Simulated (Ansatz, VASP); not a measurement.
# TiO2 in VASP and in Ansatz

The input INCAR:

```
SYSTEM = TiO2
ALGO = Normal ; EDIFF = 1E-6
ENCUT = 520 ; GGA = PE
ISIF = 2 ; ISMEAR = -1
LASPH = .TRUE. ; LCHARG = .TRUE.
LELF = .TRUE. ; LREAL = .FALSE.
LVHAR = .TRUE. ; LWAVE = .FALSE.
NBANDS = 33 ; NELM = 60
PREC = Accurate ; SIGMA = 0.02
```

The input KPOINTS:

```
k-points
0
G
  10 10 10
  0 0 0
```

The input POSCAR:

```
TiO2
1.0
   -1.8322318463      1.8322318463      4.6479640318
    1.8322318463     -1.8322318463      4.6479640318
    1.8322318463      1.8322318463     -4.6479640318
Ti O
2 4
Direct
    0.7500000000      0.2500000000      0.5000000000
    0.0000000000      0.0000000000      0.0000000000
    0.5394695301      0.0394695301      0.5000000000
    0.7894695301      0.7894695301      0.0000000000
    0.2105304699      0.2105304699      0.0000000000
    0.9605304699      0.4605304699      0.5000000000
```

Input for Ansatz:

```yaml
crystal:
  lattice:
    - [-1.8322318463, 1.8322318463, 4.6479640318]
    - [1.8322318463, -1.8322318463, 4.6479640318]
    - [1.8322318463, 1.8322318463, -4.6479640318]
  atoms:
    - { symbol: Ti, position: [0.75, 0.25, 0.5] }
    - { symbol: Ti, position: [0.0, 0.0, 0.0] }
    - { symbol: O, position: [0.5394695301, 0.0394695301, 0.5] }
    - { symbol: O, position: [0.7894695301, 0.7894695301, 0.0] }
    - { symbol: O, position: [0.2105304699, 0.2105304699, 0.0] }
    - { symbol: O, position: [0.9605304699, 0.4605304699, 0.5] }
kpoints:
  mp_grid: { grid: [10, 10, 10] }
  band_path:
    path:
      - [0.0, 0.0, 0.0]
      - [0.0, 0.0, 0.5]
      - [0.25, 0.25, 0.25]
      - [0.0, 0.5, 0.0]
      - [0.5, 0.5, -0.5]
      - [0.2888485976, 0.7111514024, -0.2888485976]
      - [-0.2888485976, 0.2888485976, 0.2888485976]
      - [-0.0776971953, 0.0776971953, 0.5]
      - [0.5, 0.5, -0.0776971953]
      - [0.3, 0.3, -0.3]
      - [-0.005208, 0.0, 0.447917]
    npoints: 1
hamiltonian:
  xc: pbe
scf:
  occupations: { method: fermi_dirac, width: 0.02 }
  n_extra_bands: 5
output:
  forces: true
  stress: true
  eigenvalues: true
```

Change from the starting cell: hydrostatic strain -3.0%.

Alike in both runs: task single point; functional PBE; k mesh 10 × 10 × 10; occupations fermi-dirac, width 0.02 eV; no spin polarisation.

|  | VASP | Ansatz |
| --- | --- | --- |
| version | VASP 6.6.1 | Ansatz 0.2.0 |
| potentials or method | VASP PAW PBE potentials, release 64 (Ti_sv, O) | plane waves, PAW |
| plane-wave cutoff (eV) | 520 | 420 |
| valence electrons in the cell | 48 | 48 |

```csv
,VASP,Ansatz,Ansatz less VASP
gap on the k mesh at the Fermi level (eV),2.24,2.26,+0.026
pressure (GPa),28.5,27.7,-0.87
"traceless stress, the component that is largest in VASP (GPa)",-4.65,-4.62,+0.036
rms of the force components (eV/Å),0.052,0.042,-0.0100
```

Atom by atom the forces differ by 0.010 eV/Å (rms over components). With one functional, cell and mesh, what is left measures potentials, basis and numerics.
